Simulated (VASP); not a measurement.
A run of VASP 6.6.1:

INCAR

```
SYSTEM = Na
  PREC = Accurate
  ENCUT = 520
  EDIFF = 1E-6
  ISMEAR = -1
  SIGMA = 0.06122561905347299
  LREAL = .False.
  LASPH = .True.
  NELM = 100
  ALGO = Normal
  ISIF = 2
  LWAVE = .False.
  LCHARG = .True.
  GGA = PE
  LELF = .True.
  LVHAR = .True.
  NBANDS = 10
```

Contents of KPOINTS:

```
regular mesh
0
Gamma
  35 35 35
  0 0 0
```

File POSCAR:

```
Na
1.0
    0.0000000000      2.6473311210      2.6473311210
    2.6473311210      0.0000000000      2.6473311210
    2.6473311210      2.6473311210      0.0000000000
Na
1
Direct
    0.0000000000      0.0000000000      0.0000000000
```

Potentials or basis: VASP PAW PBE potentials, release 64 (Na_pv).

Run with:

```console
$ cat potpaw_PBE.64/Na_pv/POTCAR > POTCAR
$ mpirun -np 1 vasp_std > vasp.out
```

Hardware: 1 thread of Intel(R) Xeon(R) Platinum 8375C CPU @ 2.90GHz (Ice Lake), with other jobs on the host.

Q: Estimate the wall time of this run.

A: Run time: 5.1 min on 1 thread of Intel(R) Xeon(R) Platinum 8375C CPU @ 2.90GHz (Ice Lake), on a shared host, peak memory 0.42 GiB. Counts: scf iterations 9, k points 1140.
